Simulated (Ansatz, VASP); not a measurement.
Given: the input of a run of Ansatz 0.2.0 on Pb.

File input.yaml:

```yaml
crystal:
  lattice:
    - [0.0, 3.3925213842, 3.3925213842]
    - [3.3925213842, 0.0, 3.3925213842]
    - [3.3925213842, 3.3925213842, 0.0]
  atoms:
    - { symbol: Pb, position: [0.25, 0.25, 0.25] }
    - { symbol: Pb, position: [0.0, 0.0, 0.0] }
hamiltonian:
  xc: lda
  pseudopotentials: { kind: paw }
kpoints:
  mp_grid: { grid: [7, 7, 7] }
scf:
  occupations: { method: fermi_dirac, width: 0.05 }
output:
  forces: true
  stress: true
  eigenvalues: true
```

Potentials or basis: Ansatz PAW.

The run is started by

```bash
$ ansatz run input.yaml --threads 2 --pin off --max-ram 5632MiB --backend cpu --events-out ev --progress --plain --runs-dir out
```

Q: Translate it to VASP 6.6.1. Potentials there: VASP PAW LDA potentials, release 64 (Pb_d).

A: As run (the cutoff follows the program's own potentials):

Contents of INCAR:

```
SYSTEM = Pb
ALGO = Normal
EDIFF = 1E-7
ENCUT = 520
ISIF = 2
ISMEAR = -1
LASPH = .TRUE.
LCHARG = .FALSE.
LREAL = .FALSE.
LWAVE = .FALSE.
NBANDS = 21
NELM = 80
PREC = Accurate
SIGMA = 0.05
```

Contents of KPOINTS:

```
k-points
0
G
  7 7 7
  0 0 0
```

File POSCAR:

```
Pb
1.0
    0.0000000000      3.3925213842      3.3925213842
    3.3925213842      0.0000000000      3.3925213842
    3.3925213842      3.3925213842      0.0000000000
Pb
2
Direct
    0.2500000000      0.2500000000      0.2500000000
    0.0000000000      0.0000000000      0.0000000000
```

Potentials or basis: VASP PAW LDA potentials, release 64 (Pb_d).

Run with:

```bash
$ cat potpaw_LDA.64/Pb_d/POTCAR > POTCAR
$ mpirun -np 1 vasp_std > vasp.out
```

Both were run:

|  | VASP | Ansatz | Ansatz less VASP |
| --- | --- | --- | --- |
| gap on the k mesh at the Fermi level (eV) | none | none | - |
| pressure (GPa) | 0.7 | 0.7 | -0.04 |

LDA's correlation is that of Perdew and Zunger in VASP and of Perdew and Wang (1992) in Ansatz. A gap of «none» marks a metal or a gap that the smearing closes.

Neither program's run includes spin-orbit coupling.
